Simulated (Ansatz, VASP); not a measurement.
Ga2O3 in VASP and in Ansatz

INCAR

```
SYSTEM = Ga2O3
PREC     = Accurate       ! precision mode
ENCUT    = 600            ! plane-wave cutoff, eV
EDIFF    = 1E-6           ! SCF threshold, eV
ISMEAR   = 0              ! smearing method
SIGMA    = 0.01           ! smearing width, eV
LREAL    = .False.        ! projectors in reciprocal space
LASPH    = .True.         ! aspherical terms in the spheres
NELM     = 80             ! most SCF steps
ALGO     = Normal         ! electronic algorithm
ISIF     = 3              ! what is computed and relaxed
LWAVE    = .False.        ! write WAVECAR
LCHARG   = .False.        ! write CHGCAR
IBRION   = 2              ! ionic algorithm
NSW      = 80             ! ionic steps
EDIFFG   = -0.001         ! ionic threshold
```

The input KPOINTS:

```
Automatic mesh
0
Gamma
  5 5 5
  0 0 0
```

POSCAR

```
Ga2O3
1.0
    2.4986991939      1.4426246522      4.4835497685
   -2.4986991939      1.4426246522      4.4835497685
    0.0000000000     -2.8852493044      4.4835497685
Ga O
4 6
Direct
    0.8555855800      0.8555855800      0.8555855800
    0.6444144200      0.6444144200      0.6444144200
    0.1444144200      0.1444144200      0.1444144200
    0.3555855800      0.3555855800      0.3555855800
    0.7500000000      0.4468328200      0.0531671800
    0.4468328200      0.0531671800      0.7500000000
    0.0531671800      0.7500000000      0.4468328200
    0.2500000000      0.5531671800      0.9468328200
    0.9468328200      0.2500000000      0.5531671800
    0.5531671800      0.9468328200      0.2500000000
```

Input for Ansatz:

```yaml
crystal:
  lattice:
    - [2.4986991939, 1.4426246522, 4.4835497685]
    - [-2.4986991939, 1.4426246522, 4.4835497685]
    - [0.0, -2.8852493044, 4.4835497685]
  atoms:
    - { symbol: Ga, position: [0.85558558, 0.85558558, 0.85558558] }
    - { symbol: Ga, position: [0.64441442, 0.64441442, 0.64441442] }
    - { symbol: Ga, position: [0.14441442, 0.14441442, 0.14441442] }
    - { symbol: Ga, position: [0.35558558, 0.35558558, 0.35558558] }
    - { symbol: O, position: [0.75, 0.44683282, 0.05316718] }
    - { symbol: O, position: [0.44683282, 0.05316718, 0.75] }
    - { symbol: O, position: [0.05316718, 0.75, 0.44683282] }
    - { symbol: O, position: [0.25, 0.55316718, 0.94683282] }
    - { symbol: O, position: [0.94683282, 0.25, 0.55316718] }
    - { symbol: O, position: [0.55316718, 0.94683282, 0.25] }
scf:
  occupations: { method: fixed }
output:
  forces: true
  stress: true
  eigenvalues: true
  write_density: true
  write_potential: true
  elf: true
  volumetric_format: npy
hamiltonian:
  xc: lda
relax:
  f_tol: 0.001
  max_steps: 60
  cell: { stress_tol: 0.03 }
kpoints:
  mp_grid: { grid: [5, 5, 5] }
```

Alike in both runs: task relaxation of cell and atoms; functional LDA; k mesh 5 × 5 × 5; no spin polarisation.

```csv
,VASP,Ansatz
version,VASP 6.6.1,Ansatz 0.2.0
potentials or method,"VASP PAW LDA potentials, release 64 (Ga_d, O)","scalar-relativistic, plane waves, PAW"
plane-wave cutoff (eV),600,420
occupations,"gaussian, width 0.01 eV",fixed
valence electrons in the cell,88,88
```

```tsv
	VASP	Ansatz	Ansatz less VASP
gap on the k mesh at the Fermi level, each at its own relaxed structure (eV)	3.00	3.05	+0.051
relaxed volume (Å³/atom)	9.47	9.41	-0.062
relaxed cell length with the largest relative difference (Å)	5.286	5.276	-0.0099
```

LDA's correlation is that of Perdew and Zunger in VASP and of Perdew and Wang (1992) in Ansatz.
